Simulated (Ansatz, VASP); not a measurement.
# Two plane-wave programs on MoSe2

INCAR

```
SYSTEM = MoSe2
PREC = Accurate ; ENCUT = 500
EDIFF = 1E-7 ; ISMEAR = 0
SIGMA = 0.1 ; LREAL = .False.
LASPH = .True. ; NELM = 200
ALGO = Normal ; ISIF = 3
LWAVE = .False. ; LCHARG = .False.
ISPIN = 2 ; MAGMOM = -1 -1 0 0 0 0
LORBIT = 11 ; LMAXMIX = 4
GGA = PE ; IBRION = 2
NSW = 90 ; EDIFFG = -0.04
GGA_COMPAT = .False. ; NELMIN = 4
```

KPOINTS

```
regular mesh
0
Gamma
  6 6 2
  0 0 0
```

POSCAR

```
MoSe2
1.0
    3.2879994000      0.0000000000      0.0000000000
   -1.6439997000      2.8474910100      0.0000000000
    0.0000000000      0.0000000000     12.8999996200
Mo Se
2 4
Direct
    0.3333333300      0.6666666700      0.2500000000
    0.6666666700      0.3333333300      0.7500000000
    0.3333333300      0.6666666700      0.6250000000
    0.6666666700      0.3333333300      0.1250000000
    0.3333333300      0.6666666700      0.8750000000
    0.6666666700      0.3333333300      0.3750000000
```

Input for Ansatz:

```yaml
crystal:
  lattice:
    - [3.2879994, 0.0, 0.0]
    - [-1.6439997, 2.84749101, 0.0]
    - [0.0, 0.0, 12.89999962]
  atoms:
    - { symbol: Mo, position: [0.33333333, 0.66666667, 0.25], spin: -1.0 }
    - { symbol: Mo, position: [0.66666667, 0.33333333, 0.75], spin: -1.0 }
    - { symbol: Se, position: [0.33333333, 0.66666667, 0.625] }
    - { symbol: Se, position: [0.66666667, 0.33333333, 0.125] }
    - { symbol: Se, position: [0.33333333, 0.66666667, 0.875] }
    - { symbol: Se, position: [0.66666667, 0.33333333, 0.375] }
basis:
  ecutwfc: 420
kpoints:
  mp_grid: { grid: [6, 6, 2] }
hamiltonian:
  xc: pbe
scf:
  occupations: { method: gaussian, width: 0.1 }
  lower_state_search: "off"
output:
  forces: true
  stress: true
  eigenvalues: true
  populations: true
magnetization:
  spin_polarized: true
relax:
  adjacent_minimum: "off"
  f_tol: 0.04
  max_steps: 70
  cell: { stress_tol: 0.4 }
```

Alike in both runs: task relaxation of cell and atoms; functional PBE; k mesh 6 × 6 × 2; occupations gaussian, width 0.1 eV; collinear spin.

```csv
,VASP,Ansatz
version,VASP 6.6.1,Ansatz 0.2.0
potentials or method,"VASP PAW PBE potentials, release 64 (Mo_sv, Se), cutoff 500 eV","scalar-relativistic, plane waves, PAW"
valence electrons in the cell,52,92
```

|  | VASP | Ansatz | Ansatz less VASP |
| --- | --- | --- | --- |
| gap on the k mesh at the Fermi level, each at its own relaxed structure (eV) | 1.25 | 1.30 | +0.046 |
| net moment per atom (μB) | 0.00 | 0.00 | 0.000 |
| relaxed volume (Å³/atom) | 22.69 | 22.94 | +0.248 |
| relaxed length of the cell vector where the two differ most in proportion (Å) | 14.246 | 14.408 | +0.1615 |

VASP's potentials hold 52 valence electrons a cell and Ansatz's 92, so a difference there can come from the potentials and not from the codes. Ansatz's warnings: seeded moment not kept.
